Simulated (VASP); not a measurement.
## Se: relaxation of cell and atoms with PBE

Crystal: Se.

```xyz
2
Lattice="-2.7053 2.7053 1.5576 2.7053 -2.7053 1.5576 2.7053 2.7053 -1.5576" Properties=species:S:1:pos:R:3 pbc="T T T"
Se    0.0000    0.0000    0.0000
Se    0.0000    2.7053    0.7788
```

- Program: VASP 6.6.1
- Task: relaxation of cell and atoms
- Functional: PBE
- Potentials or basis: VASP PAW PBE potentials, release 64 (Se)
- Cutoff: 600 eV
- k mesh: 20 × 20 × 20
- Occupations: gaussian, width 0.1 eV
- Spin: no spin polarisation
- Dipole correction: no
- Further INCAR settings: ALGO = Normal; EDIFF = 1e-06; IBRION = 2; EDIFFG = -0.01; NSW = 100; ISIF = 3

```
Relaxed volume                        : 24.90 Å³/atom
Relaxed cell                          : a = 4.074 Å, b = 4.074 Å, c = 4.074 Å, α = 103.09°, β = 103.09°, γ = 123.16°
Space group after relaxing (to 0.1 Å) : I4_1/amd (No. 141)
Energy gained by relaxing             : 154.8 meV/atom
Ionic steps                           : 24
Pressure after relaxing               : 0.0 GPa
Band gap on the k mesh                : zero (bands 6 and 7 overlap by 0.21 eV)
```

Step by step:
```
step  energy change (eV)  largest force (eV/Å)  pressure (GPa)  volume (Å³)
   1              0.0000                0.0000           -0.21        45.60
   2             -0.0003                0.0000            0.11        45.40
   3             -0.0003                0.0000            0.16        45.37
   4             -0.0005                0.0000            0.21        45.36
   5             -0.0019                0.0000            0.41        45.33
   6             -0.0076                0.0000            0.83        45.26
   7             -0.0404                0.0000            1.67        45.08
   8             -0.1482                0.0000            3.88        44.58
   9             -0.0636                0.0000           12.54        43.10
  10             -0.1958                0.0000            6.40        44.08
  11             -0.1936                0.0000            7.18        43.95
  12             -0.1949                0.0000            6.93        43.99
  13             -0.2012                0.0000            6.65        44.14
  14             -0.2185                0.0000            5.77        44.58
  15             -0.2465                0.0000            4.16        45.48
  16             -0.2783                0.0000            1.33        47.31
  17             -0.2589                0.0000           -2.96        51.11
  18             -0.2833                0.0000           -0.24        48.52
  19             -0.2882                0.0000           -0.22        48.63
  20             -0.2997                0.0000           -0.13        48.95
  21             -0.3094                0.0000            0.15        49.56
  22             -0.3094                0.0000            0.17        49.62
  23             -0.3095                0.0000            0.07        49.72
  24             -0.3095                0.0000           -0.01        49.79
```

Final structure:
```
Se
1.0
    -2.53367    2.53367    1.93909
     2.53367   -2.53367    1.93909
     2.53367    2.53367   -1.93909
Se
2
Direct
  0.00000 0.00000 0.00000
  0.75000 0.25000 0.50000
```

Levels at points of the mesh, in eV from the Fermi level:
```tsv
k point	band 2	band 3	band 4	band 5	band 6	band 7	band 8	band 9	band 10
(0.00, 0.00, 0.00)	-10.07	-4.15	-4.15	-1.08	-0.77	1.44	1.44	4.49	5.99
(0.50, 0.00, 0.00)	-12.00	-4.93	-4.73	-3.26	-0.39	0.53	1.07	7.60	8.22
(0.50, 0.50, 0.00)	-13.55	-3.26	-3.26	-1.57	-1.57	0.73	0.73	5.83	5.83
(0.50, 0.50, 0.50)	-13.00	-6.38	-6.38	-1.65	-1.65	3.71	3.71	7.77	7.77
```

Run time: 82 min on 1 thread of Intel Xeon 8259CL (shared host), peak memory 0.51 GiB.
